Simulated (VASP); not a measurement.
# AlAs (F-43m) in VASP: a series of runs

AlAs is run at these levels: PBE; tasks: single point, relaxation of cell and atoms.

Program: VASP 6.6.1. These are calculated values, not measurements. Logs are shortened: lines on timing, memory, paths and dates and some standing lists are left out, and cuts for length are marked.

## Step 1: The cell of the first run

It takes space group F-43m (No. 216, cubic). Conventional cell: a = 5.728 Å, b = 5.728 Å, c = 5.728 Å, α = 90.00°, β = 90.00°, γ = 90.00°. Al (site symmetry -43m) has 4 As at 2.48 Å within 3.3 Å. As (site symmetry -43m) has 4 Al at 2.48 Å within 3.3 Å.

## Step 2: Single point, PBE

INCAR reads:

```
SYSTEM = AlAs
ALGO     = Normal         ! electronic algorithm
EDIFF    = 1E-6           ! SCF threshold, eV
ENCUT    = 500            ! plane-wave cutoff, eV
GGA      = PE             ! functional
GGA_COMPAT= .False.      
ISIF     = 2              ! what is computed and relaxed
ISMEAR   = 0              ! smearing method
LASPH    = .True.         ! aspherical terms in the spheres
LCHARG   = .False.        ! write CHGCAR
LREAL    = .False.        ! projectors in reciprocal space
LWAVE    = .False.        ! write WAVECAR
NBANDS   = 11             ! bands
NELM     = 120            ! most SCF steps
PREC     = Accurate       ! precision mode
SIGMA    = 0.02           ! smearing width, eV
```

KPOINTS reads:

```
k-points
0
Gamma
  8 8 8
  0 0 0
```

POSCAR reads:

```
AlAs
1.0
    0.0000000000      2.8638561906      2.8638561906
    2.8638561906      0.0000000000      2.8638561906
    2.8638561906      2.8638561906      0.0000000000
Al As
1 1
Direct
    0.0000000000      0.0000000000      0.0000000000
    0.2500000000      0.2500000000      0.2500000000
```

Potentials or basis: VASP PAW PBE potentials, release 64 (Al, As).

Run with:

```sh
$ cat potpaw_PBE.64/Al/POTCAR potpaw_PBE.64/As/POTCAR > POTCAR
$ mpirun -np 1 vasp_std > vasp.out
```

OUTCAR:

```text
SYSTEM = AlAs
   EDIFF = 1E-6
   ENCUT = 500
   GGA = PE
   ISIF = 2
   ISMEAR = 0
   LASPH = .True.
   LREAL = .False.
   NELM = 120
   PREC = Accurate

 ion  position               nearest neighbor table
   1  0.000  0.000  0.000-   2 2.48   2 2.48   2 2.48   2 2.48
   2  0.250  0.250  0.250-   1 2.48   1 2.48   1 2.48   1 2.48

  LATTYP: Found a face centered cubic cell.
 ALAT       =     5.7277123812

  Lattice vectors:

 A1 = (   0.0000000000,   2.8638561906,   2.8638561906)
 A2 = (   2.8638561906,   0.0000000000,   2.8638561906)
 A3 = (   2.8638561906,   2.8638561906,   0.0000000000)

Analysis of symmetry for initial positions (statically):
=====================================================================
 Subroutine PRICEL returns:
 Original cell was already a primitive cell.

 Routine SETGRP: Setting up the symmetry group for a
 face centered cubic supercell.

 Subroutine GETGRP returns: Found 24 space group operations
 (whereof 24 operations were pure point group operations)
 out of a pool of 48 trial point group operations.

The static configuration has the point symmetry T_d .

Analysis of symmetry for dynamics (positions and initial velocities):
=====================================================================
 Subroutine PRICEL returns:
 Original cell was already a primitive cell.

 Routine SETGRP: Setting up the symmetry group for a
 face centered cubic supercell.

 Subroutine GETGRP returns: Found 24 space group operations
 (whereof 24 operations were pure point group operations)
 out of a pool of 48 trial point group operations.

The dynamic configuration has the point symmetry T_d .

 Subroutine INISYM returns: Found 24 space group operations
 (whereof 24 operations are pure point group operations),
 and found     1 'primitive' translations

----------------------------------------------------------------------------------------

                                     Primitive cell

  volume of cell :      46.9768

  direct lattice vectors                    reciprocal lattice vectors
     0.000000000  2.863856191  2.863856191    -0.174589772  0.174589772  0.174589772
     2.863856191  0.000000000  2.863856191     0.174589772 -0.174589772  0.174589772
     2.863856191  2.863856191  0.000000000     0.174589772  0.174589772 -0.174589772

  length of vectors
     4.050104265  4.050104265  4.050104265     0.302398356  0.302398356  0.302398356

  position of ions in fractional coordinates (direct lattice)
     0.000000000  0.000000000  0.000000000
     0.250000000  0.250000000  0.250000000

  ion indices of the primitive-cell ions
   primitive index   ion index
                 1           1
                 2           2

----------------------------------------------------------------------------------------

 KPOINTS: k-points

Automatic generation of k-mesh.
 Grid dimensions read from file:
 generate k-points for:    8    8    8

 Generating k-lattice:

  Cartesian coordinates                     Fractional coordinates (reciprocal lattice)
    -0.021823722  0.021823722  0.021823722     0.125000000  0.000000000  0.000000000
     0.021823722 -0.021823722  0.021823722     0.000000000  0.125000000  0.000000000
     0.021823722  0.021823722 -0.021823722     0.000000000  0.000000000  0.125000000

  Length of vectors
     0.037799794  0.037799794  0.037799794

  Shift w.r.t. Gamma in fractional coordinates (k-lattice)
     0.000000000  0.000000000  0.000000000

 Subroutine IBZKPT returns following result:
 ===========================================

 Found     29 irreducible k-points:

 Following reciprocal coordinates:
            Coordinates               Weight
  0.000000  0.000000  0.000000      1.000000
  0.125000  0.000000  0.000000      8.000000
  0.250000  0.000000  0.000000      8.000000
  0.375000  0.000000  0.000000      8.000000
  0.500000  0.000000  0.000000      4.000000
  0.125000  0.125000  0.000000      6.000000
[... 16 lines left out ...]
  0.500000  0.250000  0.125000     48.000000
 -0.375000  0.250000  0.125000     24.000000
 [... further k-points ...]
   k-points           NKPTS =     29   k-points in BZ     NKDIM =     29   number of bands    NBANDS=     11
   number of dos      NEDOS =    301   number of ions     NIONS =      2
   total plane-waves  NPLWV =  27000
   dimension x,y,z NGX =    30 NGY =   30 NGZ =   30
   dimension x,y,z NGXF=    60 NGYF=   60 NGZF=   60
   ions per type =               1   1
   NGX,Y,Z   is equivalent  to a cutoff of  12.31, 12.31, 12.31 a.u.
   NGXF,Y,Z  is equivalent  to a cutoff of  24.63, 24.63, 24.63 a.u.
 SYSTEM =  AlAs
   PREC   = accura    normal or accurate (medium, high low for compatibility)
   ISTART =      0    job   : 0-new  1-cont  2-samecut
   ICHARG =      2    charge: 1-file 2-atom 10-const
   ISPIN  =      1    spin polarized calculation?
   LNONCOLLINEAR =      F non collinear calculations
   LSORBIT =      F    spin-orbit coupling
   LASPH  =      T    aspherical Exc in radial PAW
   ENCUT  =  500.0 eV  36.75 Ry    6.06 a.u.   7.38  7.38  7.38*2*pi/ulx,y,z
   NELM   =    120;   NELMIN=  2; NELMDL= -5     # of ELM steps
   EDIFF  = 0.1E-05   stopping-criterion for ELM
   LREAL  =      F    real-space projection
   EDIFFG = 0.1E-04   stopping-criterion for IOM
   NSW    =      0    number of steps for IOM
   IBRION =     -1    ionic relax: 0-MD 1-quasi-New 2-CG
   NFREE  =      0    steps in history (QN), initial steepest desc. (CG)
   ISIF   =      2    stress and relaxation
   ISYM   =      2    0-nonsym 1-usesym 2-fastsym
   POTIM  = 0.5000    time-step for ionic-motion
   TEBEG  =    0.0;   TEEND  =   0.0 temperature during run
   PSTRESS=    0.0 pullay stress
   NELECT =       8.0000    total number of electrons
   NUPDOWN=      -1.0000    fix difference up-down
   EMIN   =  10.00;   EMAX   =-10.00  energy-range for DOS
   EFERMI =   0.00;   METHOD = LEGACY
   ISMEAR =     0;   SIGMA  =   0.02  broadening in eV -4-tet -1-fermi 0-gaus
   EFERMI_NEDOS =   21; number of points for ismear=-14 and -15
   IALGO  =     38    algorithm
   IMIX   =      4    mixing-type and parameters
     AMIX     =   0.40;   BMIX     =  1.00
     AMIX_MAG =   1.60;   BMIX_MAG =  1.00
  volume/ion in A,a.u.               =      23.49       158.51
  Fermi-wavevector in a.u.,A,eV,Ry     =   0.907424  1.714783 11.203288  0.823418
  Thomas-Fermi vector in A             =   2.031230
   LORBIT       =      0    0 simple, 1 ext, 2 COOP (PROOUT), +10 PAW based schemes
   GGA     = PE    functional components
   LHFCALC =     F    Hartree Fock is set to
   AEXX    =    0.0000 exact exchange contribution
   IVDW    =     0    specifies the selected vdW correction
   LEPSILON=     F    determine dielectric tensor
   LRPA    =     F    only Hartree local field effects (RPA)
 non-spin polarized calculation
 Gauss-broadening in eV      SIGMA  =   0.02
  energy-cutoff  :      500.00
  volume of cell :       46.98
 maximum number of plane-waves:      1243
 NGX is ok and might be reduce to    30
   NGX = 15   NGY = 15   NGZ = 15

 number of electron       7.9999999 magnetization

 Free energy of the ion-electron system (eV)
  ---------------------------------------------------
  ext. energy  EPLUGINS =         0.00000000
  ---------------------------------------------------
  free energy    TOTEN  =        -9.38797866 eV

  energy without entropy =       -9.38797866  energy(sigma->0) =       -9.38797866

 E-fermi :   3.6751     XC(G=0):  -8.9050

 val. band max:        3.5946392227   @ k =   0.0000   0.0000   0.0000
 cond. band min:       5.0889167519   @ k =   0.5000   0.5000   0.0000
 fundamental gap:      1.4942775292
 Fermi energy:         3.6751236250

 k-point     1 :       0.0000    0.0000    0.0000
  band No.  band energies     occupation
      1      -8.0765      2.00000
      2       3.5946      2.00000
      3       3.5946      2.00000
      4       3.5946      2.00000
      5       5.3780      0.00000
      6       7.8218      0.00000
      7       7.8218      0.00000
      8       7.8218      0.00000
      9      12.2778      0.00000
     10      12.5371      0.00000
     11      12.5371      0.00000

 k-point     2 :       0.1250    0.0000    0.0000
  band No.  band energies     occupation
      1      -7.9305      2.00000
      2       2.1701      2.00000
      3       3.4391      2.00000
      4       3.4391      2.00000
      5       6.1773      0.00000
      6       8.0948      0.00000
      7       8.0948      0.00000
      8       8.1794      0.00000
      9      11.9550      0.00000
     10      11.9550      0.00000
     11      12.9978      0.00000

 k-point     3 :       0.2500    0.0000    0.0000
  band No.  band energies     occupation
      1      -7.5268      2.00000
      2       0.2703      2.00000
      3       3.1309      2.00000
      4       3.1309      2.00000
      5       6.0627      0.00000
      6       8.4398      0.00000
      7       8.4398      0.00000
      8       9.8421      0.00000
      9      11.8450      0.00000
     10      11.8450      0.00000
     11      12.8858      0.00000

 k-point     4 :       0.3750    0.0000    0.0000
  band No.  band energies     occupation
      1      -7.0091      2.00000
      2      -1.2183      2.00000
      3       2.8839      2.00000
      4       2.8839      2.00000
      5       5.7338      0.00000
      6       8.3532      0.00000
      7       8.3532      0.00000
      8      11.1878      0.00000
      9      13.0882      0.00000
     10      13.0882      0.00000
     11      13.1120      0.00000
[... 239 lines left out ...]
 k-point    22 :       0.3750    0.2500    0.1250
  band No.  band energies     occupation
      1      -7.1899      2.00000
      2      -0.1164      2.00000
      3       1.7147      2.00000
      4       2.6510      2.00000
      5       7.1494      0.00000
      6       7.6970      0.00000
      7       8.8674      0.00000
      8       9.9916      0.00000
      9      11.6329      0.00000
     10      13.8713      0.00000
     11      15.3785      0.00000

 k-point    23 :       0.5000    0.2500    0.1250
  band No.  band energies     occupation
      1      -6.7257      2.00000
      2      -1.0858      2.00000
      3       1.1434      2.00000
      4       2.2861      2.00000
      5       7.2017      0.00000
      6       7.9805      0.00000
      7       9.2835      0.00000
      8      10.3451      0.00000
      9      12.7646      0.00000
     10      13.9693      0.00000
     11      15.5883      0.00000

 k-point    24 :      -0.3750    0.2500    0.1250
  band No.  band energies     occupation
      1      -6.4885      2.00000
      2      -1.5394      2.00000
      3       0.9925      2.00000
      4       2.1114      2.00000
      5       7.1752      0.00000
      6       7.8056      0.00000
      7      10.1341      0.00000
      8      11.0979      0.00000
      9      11.8140      0.00000
     10      14.4582      0.00000
     11      15.6793      0.00000

 [... further k-points ...]

------------------------ aborting loop because EDIFF is reached ----------------------------------------

  FORCE on cell =-STRESS in cart. coord.  units (eV):
  Direction    XX          YY          ZZ          XY          YZ          ZX
  --------------------------------------------------------------------------------------
  -------------------------------------------------------------------------------------
  Total        0.0534172      0.0534172      0.0534172      0.0000000      0.0000000      0.0000000
  in kB        1.8218322      1.8218322      1.8218322      0.0000000      0.0000000      0.0000000
  external PRESSURE =       1.8218322 kB  Pullay stress =       0.0000000 kB

 VOLUME and BASIS-vectors are now :
 -----------------------------------------------------------------------------
  energy-cutoff  :      500.00
  volume of cell :       46.98
      direct lattice vectors                 reciprocal lattice vectors
     0.000000000  2.863856191  2.863856191    -0.174589772  0.174589772  0.174589772
     2.863856191  0.000000000  2.863856191     0.174589772 -0.174589772  0.174589772
     2.863856191  2.863856191  0.000000000     0.174589772  0.174589772 -0.174589772

 POSITION                                       TOTAL-FORCE (eV/Angst)
 -----------------------------------------------------------------------------------
      0.00000      0.00000      0.00000        -0.000000      0.000000     -0.000000
      1.43193      1.43193      1.43193         0.000000     -0.000000      0.000000
 -----------------------------------------------------------------------------------
    total drift:                               -0.000000     -0.000000     -0.000000

  FREE ENERGIE OF THE ION-ELECTRON SYSTEM (eV)
  ---------------------------------------------------
  free  energy   TOTEN  =        -9.3879786594 eV

  energy  without entropy=       -9.3879786594  energy(sigma->0) =       -9.38797866
```

Run time: 12 s. Hardware: 1 thread of AMD EPYC 7R43 (Zen 3), shared host; peak memory 0.13 GiB.

What came out:

```
Free energy            : -9.3880 eV
Pressure               : 0.2 GPa
Band gap on the k mesh : 1.49 eV (least direct gap 1.78 eV)
```

A k mesh can miss the band edges.

## Step 3: Relaxation of cell and atoms, PBE

This run uses another cell than the first one, of 22.91 Å³/atom.

INCAR reads:

```
ALGO     = Normal         # electronic algorithm
EDIFF    = 1E-7           # SCF threshold, eV
EDIFFG   = -0.002         # ionic threshold
ENCUT    = 500            # plane-wave cutoff, eV
GGA      = PE             # functional
GGA_COMPAT= F            
IBRION   = 2              # ionic algorithm
ISIF     = 3              # what is computed and relaxed
ISMEAR   = 0              # smearing method
LASPH    = T              # aspherical terms in the spheres
LCHARG   = F              # write CHGCAR
LREAL    = F              # projectors in reciprocal space
LWAVE    = F              # write WAVECAR
NELM     = 120            # most SCF steps
NELMIN   = 4            
NSW      = 100            # ionic steps
PREC     = Accurate       # precision mode
SIGMA    = 0.02           # smearing width, eV
```

KPOINTS reads:

```
k-points
0
Gamma
  8 8 8
```

POSCAR reads:

```
AlAs
1.0
    0.0000000000      2.8400000000      2.8400000000
    2.8400000000      0.0000000000      2.8400000000
    2.8400000000      2.8400000000      0.0000000000
Al As
1 1
Direct
    0.0000000000      0.0000000000      0.0000000000
    0.2500000000      0.2500000000      0.2500000000
```

Potentials or basis: VASP PAW PBE potentials, release 64 (Al, As).

Run with:

```sh
$ cat potpaw_PBE.64/Al/POTCAR potpaw_PBE.64/As/POTCAR > POTCAR
$ mpirun -np 1 vasp_std > vasp.out
```

Run time: 22 s. Hardware: 1 thread of AMD EPYC 7R43 (Zen 3), shared host; peak memory 0.14 GiB.

Results (log left out):

```yaml
Free_energy: -9.3880 eV
Relaxed_volume: 23.55 Å³/atom
Relaxed_cell: a = 4.054 Å, b = 4.054 Å, c = 4.054 Å, α = 60.00°, β = 60.00°, γ = 60.00°
Space_group_after_relaxing_to_0.1_Å: F-43m (No. 216)
Energy_gained_by_relaxing: 3.9 meV/atom
Ionic_steps: 3
Pressure_after_relaxing: 0.0 GPa
Band_gap_on_the_k_mesh: 1.50 eV (least direct gap 1.76 eV)
```

Step by step:
| step | energy change (eV) | largest force (eV/Å) | pressure (GPa) | volume (Å³) |
| --- | --- | --- | --- | --- |
| 1 | 0.0000 | 0.0000 | 1.98 | 45.81 |
| 2 | -0.0061 | 0.0000 | -0.85 | 47.72 |
| 3 | -0.0077 | 0.0000 | 0.01 | 47.10 |

Final structure:
```xyz
2
Lattice="0.0000 2.8663 2.8663 2.8663 0.0000 2.8663 2.8663 2.8663 0.0000" Properties=species:S:1:pos:R:3 pbc="T T T"
Al    0.0000    0.0000    0.0000
As    1.4332    1.4332    1.4332
```

Levels at points of the mesh, in eV from the valence-band top:
```
           k point  band 1  band 2  band 3  band 4  band 5  band 6  band 7  band 8
(0.00, 0.00, 0.00)  -11.66    0.00    0.00    0.00    1.76    4.22    4.22    4.22
(0.50, 0.00, 0.00)  -10.32   -5.41   -0.80   -0.80    2.00    4.65    4.65    7.68
(0.50, 0.50, 0.00)   -9.81   -5.30   -2.09   -2.09    1.50    2.29   10.04   10.04
```
